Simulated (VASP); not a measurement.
# ZnS (P1) in VASP: single point with PBE

Aim: the single point of ZnS with PBE.

Program: VASP 6.6.1. These are calculated values, not measurements. Logs are shortened: lines on timing, memory, paths and dates and some standing lists are left out, and cuts for length are marked.

## 1. The cell of the first run

The typed cell holds 6 atoms: a = 3.825 Å, b = 3.825 Å, c = 9.439 Å, α = 86.52°, β = 83.02°, γ = 60.00°.

## 2. Single point, PBE

File INCAR:

```
SYSTEM = ZnS
PREC = Accurate ; ENCUT = 520
EDIFF = 1E-6 ; ISMEAR = 0
SIGMA = 0.05 ; LREAL = .False.
LASPH = .True. ; NELM = 100
ALGO = Normal ; ISIF = 2
LWAVE = .False. ; LCHARG = .True.
GGA = PE ; LELF = .True.
LVHAR = .True. ; NBANDS = 36
```

File KPOINTS:

```
regular mesh
0
Gamma
  8 8 3
  0 0 0
```

File POSCAR:

```
ZnS
1.0
    2.7046500000     -2.7046500000      0.0000000000
    2.7046500000      0.0000000000     -2.7046500000
    6.2206950000      4.5979050000      5.4093000000
Zn S
3 3
Direct
    0.6291566667      0.6666666667      0.1250333333
   -0.2375100000      0.0000000000      0.7917000000
    0.1958233333      0.3333333333      0.4583666667
    0.4041566667      0.6666666667      0.8750333333
    0.8374900000      1.0000000000      0.5417000000
    0.2708233333      0.3333333333      0.2083666667
```

Potentials or basis: VASP PAW PBE potentials, release 64 (Zn, S).

Command:

```
> cat potpaw_PBE.64/Zn/POTCAR potpaw_PBE.64/S/POTCAR > POTCAR
> mpirun -np 1 vasp_std > vasp.out
```

OUTCAR:

```text
SYSTEM = ZnS
   PREC = Accurate
   ENCUT = 520
   EDIFF = 1E-6
   ISMEAR = 0
   LREAL = .False.
   LASPH = .True.
   NELM = 100
   ISIF = 2
   GGA = PE

 ion  position               nearest neighbor table
   1  0.629  0.667  0.125-   6 2.34   6 2.34   6 2.34   4 2.61
   2  0.762  0.000  0.792-   4 2.34   4 2.34   5 2.34   4 2.34
   3  0.196  0.333  0.458-   5 2.34   5 2.34   5 2.34   6 2.34
   4  0.404  0.667  0.875-   2 2.34   2 2.34   2 2.34   1 2.61
   5  0.837  0.000  0.542-   3 2.34   3 2.34   3 2.34   2 2.34
   6  0.271  0.333  0.208-   1 2.34   3 2.34   1 2.34   1 2.34

  LATTYP: Found a base centered monoclinic cell.
 ALAT       =     3.8249527115
 B/A-ratio  =     1.7320508076
 C/A-ratio  =     2.4677925359
 COS(beta)  =    -0.1215661348

  Lattice vectors:

 A1 = (   0.0000000000,   2.7046500000,  -2.7046500000)
 A2 = (  -2.7046500000,   0.0000000000,   2.7046500000)
 A3 = (   6.2206950000,   4.5979050000,   5.4093000000)

Analysis of symmetry for initial positions (statically):
=====================================================================
 Subroutine PRICEL returns:
 Original cell was already a primitive cell.

 Routine SETGRP: Setting up the symmetry group for a
 base centered monoclinic supercell.

 Subroutine GETGRP returns: Found  1 space group operations
 (whereof  1 operations were pure point group operations)
 out of a pool of  4 trial point group operations.

The static configuration has the point symmetry C_1 .

Analysis of symmetry for dynamics (positions and initial velocities):
=====================================================================
 Subroutine PRICEL returns:
 Original cell was already a primitive cell.

 Routine SETGRP: Setting up the symmetry group for a
 base centered monoclinic supercell.

 Subroutine GETGRP returns: Found  1 space group operations
 (whereof  1 operations were pure point group operations)
 out of a pool of  4 trial point group operations.

The dynamic configuration has the point symmetry C_1 .

 Subroutine INISYM returns: Found  1 space group operations
 (whereof  1 operations are pure point group operations),
 and found     1 'primitive' translations

----------------------------------------------------------------------------------------

                                     Primitive cell

  volume of cell :     118.7092

[... 91 lines left out ...]
   LNONCOLLINEAR =      F non collinear calculations
   LSORBIT =      F    spin-orbit coupling
   LASPH  =      T    aspherical Exc in radial PAW
   ENCUT  =  520.0 eV  38.22 Ry    6.18 a.u.   7.11  7.11 17.55*2*pi/ulx,y,z
   NELM   =    100;   NELMIN=  2; NELMDL= -5     # of ELM steps
   EDIFF  = 0.1E-05   stopping-criterion for ELM
   LREAL  =      F    real-space projection
   EDIFFG = 0.1E-04   stopping-criterion for IOM
   NSW    =      0    number of steps for IOM
   IBRION =     -1    ionic relax: 0-MD 1-quasi-New 2-CG
   NFREE  =      0    steps in history (QN), initial steepest desc. (CG)
   ISIF   =      2    stress and relaxation
   ISYM   =      2    0-nonsym 1-usesym 2-fastsym
   POTIM  = 0.5000    time-step for ionic-motion
   TEBEG  =    0.0;   TEEND  =   0.0 temperature during run
   PSTRESS=    0.0 pullay stress
   NELECT =      54.0000    total number of electrons
   NUPDOWN=      -1.0000    fix difference up-down
   EMIN   =  10.00;   EMAX   =-10.00  energy-range for DOS
   EFERMI =   0.00;   METHOD = LEGACY
   ISMEAR =     0;   SIGMA  =   0.05  broadening in eV -4-tet -1-fermi 0-gaus
   EFERMI_NEDOS =   21; number of points for ismear=-14 and -15
   IALGO  =     38    algorithm
   IMIX   =      4    mixing-type and parameters
     AMIX     =   0.40;   BMIX     =  1.00
     AMIX_MAG =   1.60;   BMIX_MAG =  1.00
  volume/ion in A,a.u.               =      19.78       133.51
  Fermi-wavevector in a.u.,A,eV,Ry     =   1.259055  2.379268 21.568210  1.585219
  Thomas-Fermi vector in A             =   2.392634
   LORBIT       =      0    0 simple, 1 ext, 2 COOP (PROOUT), +10 PAW based schemes
   GGA     = PE    functional components
   LHFCALC =     F    Hartree Fock is set to
   AEXX    =    0.0000 exact exchange contribution
   IVDW    =     0    specifies the selected vdW correction
   LEPSILON=     F    determine dielectric tensor
   LRPA    =     F    only Hartree local field effects (RPA)
 non-spin polarized calculation
 Gauss-broadening in eV      SIGMA  =   0.05
  energy-cutoff  :      520.00
  volume of cell :      118.71
 maximum number of plane-waves:      3218
   NGX = 15   NGY = 15   NGZ = 35

 number of electron      53.9999995 magnetization

 Free energy of the ion-electron system (eV)
  ---------------------------------------------------
  ext. energy  EPLUGINS =         0.00000000
  ---------------------------------------------------
  free energy    TOTEN  =       -20.13675928 eV

  energy without entropy =      -20.13675928  energy(sigma->0) =      -20.13675928

 E-fermi :   2.5337     XC(G=0):  -9.6491

 val. band max:        2.3017171801   @ k =   0.0000   0.0000   0.0000
 cond. band min:       3.9233728341   @ k =   0.0000   0.0000   0.0000
 fundamental gap:      1.6216556540
 Fermi energy:         2.5336722213

 k-point     1 :       0.0000    0.0000    0.0000
  band No.  band energies     occupation
      1     -11.0439      2.00000
      2     -10.4298      2.00000
      3     -10.1429      2.00000
      4      -4.3984      2.00000
      5      -4.3878      2.00000
      6      -4.3190      2.00000
[... 925 lines left out ...]
     35       9.9946      0.00000
     36      10.9500      0.00000

 [... further k-points ...]
[... 5 lines left out ...]
  --------------------------------------------------------------------------------------
  -------------------------------------------------------------------------------------
  Total       -1.0920928      1.5128879      1.5599378      0.2213928      1.1724757     -0.8916241
  in kB      -14.7395984     20.4189249     21.0539409      2.9880626     15.8244994    -12.0339417
  external PRESSURE =       8.9110892 kB  Pullay stress =       0.0000000 kB

 VOLUME and BASIS-vectors are now :
 -----------------------------------------------------------------------------
  energy-cutoff  :      520.00
  volume of cell :      118.71
      direct lattice vectors                 reciprocal lattice vectors
     2.704650000 -2.704650000  0.000000000     0.104757855 -0.264975752  0.104757855
     2.704650000  0.000000000 -2.704650000     0.123244536  0.123244536 -0.246489071
     6.220695000  4.597905000  5.409300000     0.061622268  0.061622268  0.061622268

 POSITION                                       TOTAL-FORCE (eV/Angst)
 -----------------------------------------------------------------------------------
      4.28254     -1.12676     -1.12676        -0.393691      0.119290     -0.176651
      6.98719      1.57789      4.28254        -0.036629      0.094145     -0.100263
      4.28254      1.57789      1.57789         0.042417      0.098381      0.101435
      8.33952      2.93022      2.93022         0.702083     -0.241317      0.188685
      5.63487      0.22557      2.93022        -0.063185     -0.114735     -0.073562
      2.93022      0.22557      0.22557        -0.250995      0.044237      0.060356
 -----------------------------------------------------------------------------------
    total drift:                                0.001796     -0.000316     -0.000533

  FREE ENERGIE OF THE ION-ELECTRON SYSTEM (eV)
  ---------------------------------------------------
  free  energy   TOTEN  =       -20.1367592782 eV

  energy  without entropy=      -20.1367592782  energy(sigma->0) =      -20.13675928
```

stdout:

```text
POSCAR found type information on POSCAR ZnS
 POSCAR found :  2 types and       6 ions
 scaLAPACK will be used
 LDA part: xc-table for (Slater+PW92), standard interpolation
 POSCAR, INCAR and KPOINTS ok, starting setup
 FFT: planning ... GRIDC
 FFT: planning ... GRID_SOFT
 FFT: planning ... GRID
 WAVECAR not read
 entering main loop
```

Run time: 5.9 min. Hardware: 1 thread of Intel Xeon Platinum 8375C at 2.90GHz (Ice Lake), shared host; peak memory 0.45 GiB.

Results:

| Quantity | Value |
| --- | --- |
| Free energy | -20.1368 eV |
| Pressure | 0.9 GPa |
| Largest force | 0.766 eV/Å |
| Band gap on the k mesh | 1.62 eV |

Forces on the atoms (eV/Å):
```
Zn  -0.394  0.119 -0.177
Zn  -0.037  0.094 -0.100
Zn   0.042  0.098  0.101
S    0.702 -0.241  0.189
S   -0.063 -0.115 -0.074
S   -0.251  0.044  0.060
```

Stress tensor (GPa, compression positive):
```
-1.47  0.30 -1.20
 0.30  2.04  1.58
-1.20  1.58  2.11
```

Levels at points of the mesh, in eV from the valence-band top:
| k point | band 23 | band 24 | band 25 | band 26 | band 27 | band 28 | band 29 | band 30 | band 31 | band 32 |
| --- | --- | --- | --- | --- | --- | --- | --- | --- | --- | --- |
| (0.00, 0.00, 0.00) | -0.73 | -0.62 | -0.37 | -0.22 | 0.00 | 1.62 | 3.11 | 3.31 | 5.91 | 6.15 |
| (0.50, 0.00, 0.00) | -2.36 | -1.86 | -1.73 | -1.34 | -1.23 | 2.36 | 3.64 | 3.99 | 4.37 | 5.61 |
| (0.50, 0.50, 0.00) | -2.37 | -2.30 | -1.71 | -1.33 | -1.23 | 3.05 | 3.47 | 3.92 | 4.33 | 4.90 |
| (0.00, 0.50, 0.00) | -2.29 | -2.08 | -2.03 | -1.39 | -1.23 | 2.86 | 3.38 | 4.04 | 4.13 | 5.84 |
